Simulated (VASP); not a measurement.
TiBMoC2:

```xyz
5
Lattice="3.7887 0.0000 0.0000 -1.8944 3.2811 0.0000 0.0000 0.0000 6.4498" Properties=species:S:1:pos:R:3 pbc="T T T"
Ti    1.8944    1.0937    2.3649
B     0.0000    2.1874    0.1692
Mo    0.0000    0.0000    3.8913
C     0.0000    0.0000    1.7215
C     1.8944    1.0937    4.7528
```

| Quantity | Value |
| --- | --- |
| Program | VASP 6.6.1 |
| Task | relaxation of cell and atoms |
| Functional | PBE |
| Potentials or basis | VASP PAW PBE potentials, release 64 (Ti_sv, B, Mo_sv, C) |
| Cutoff | 600 eV |
| k mesh | 6 × 6 × 4 |
| Occupations | gaussian, width 0.1 eV |
| Spin | no spin polarisation |

At the start: pressure -22.5 GPa; volume 16.04 Å³/atom.

Question: Where does the relaxation end?

Answer: Over 36 steps the energy falls by 1182.8 meV/atom and the volume is 10.50 Å³/atom (-34.5 %); space group P3m1 (No. 156, to 0.05 Å).

Step by step:
```tsv
step	energy change (eV)	largest force (eV/Å)	pressure (GPa)	volume (Å³)
1	0.0000	3.5741	-22.47	80.18
2	-2.5555	5.8442	21.34	56.81
3	-2.6539	5.4495	10.53	59.52
4	-4.1393	1.3885	8.82	56.38
5	-4.1649	1.2848	9.54	55.88
6	-4.5012	0.5243	-14.19	60.35
7	-4.5689	0.5402	-8.14	58.94
8	-4.7490	1.3769	-0.18	55.46
9	-4.7490	1.3667	-0.23	55.48
10	-4.9110	1.4794	3.12	53.65
11	-5.2367	1.7278	22.69	48.11
12	-5.2671	1.6995	22.92	48.02
13	-5.3397	1.7039	24.37	47.74
14	-5.3601	1.1640	29.40	47.13
15	-5.3828	1.6077	26.55	47.43
16	-5.4707	1.5042	23.24	47.90
17	-5.6722	1.1726	14.13	49.34
18	-5.8175	0.7193	-0.80	52.30
19	-5.8177	0.6965	-0.31	52.18
20	-5.8250	0.6297	-0.39	52.19
21	-5.8433	0.4321	-0.59	52.21
22	-5.8644	0.3978	-0.94	52.26
23	-5.8447	0.8464	-1.37	52.35
24	-5.8671	0.3940	-1.08	52.28
25	-5.8744	0.3531	-0.10	52.06
26	-5.8799	0.2666	1.97	51.62
27	-5.8861	0.2905	1.20	51.80
28	-5.8940	0.3987	-0.73	52.32
29	-5.9022	0.2486	-0.52	52.35
30	-5.9093	0.1997	-0.04	52.41
31	-5.9120	0.1287	0.05	52.42
32	-5.9129	0.0897	0.15	52.42
33	-5.9136	0.0723	-0.05	52.48
34	-5.9138	0.0694	-0.26	52.54
35	-5.9141	0.0433	0.18	52.47
36	-5.9142	0.0361	0.10	52.48
```

Final structure:
```
Ti B Mo C
1.0
     3.75219    0.00000    0.00000
    -1.87610    3.24949    0.00000
     0.00000    0.00000    4.30438
Ti B Mo C
1 1 1 2
Direct
  0.66667 0.33333 0.25445
  0.33333 0.66667 0.93565
  0.00000 0.00000 0.75925
  0.00000 0.00000 0.28801
  0.66667 0.33333 0.76265
```

Caveat: the volume moved by over 15 % at a fixed basis, so the end points are rough.
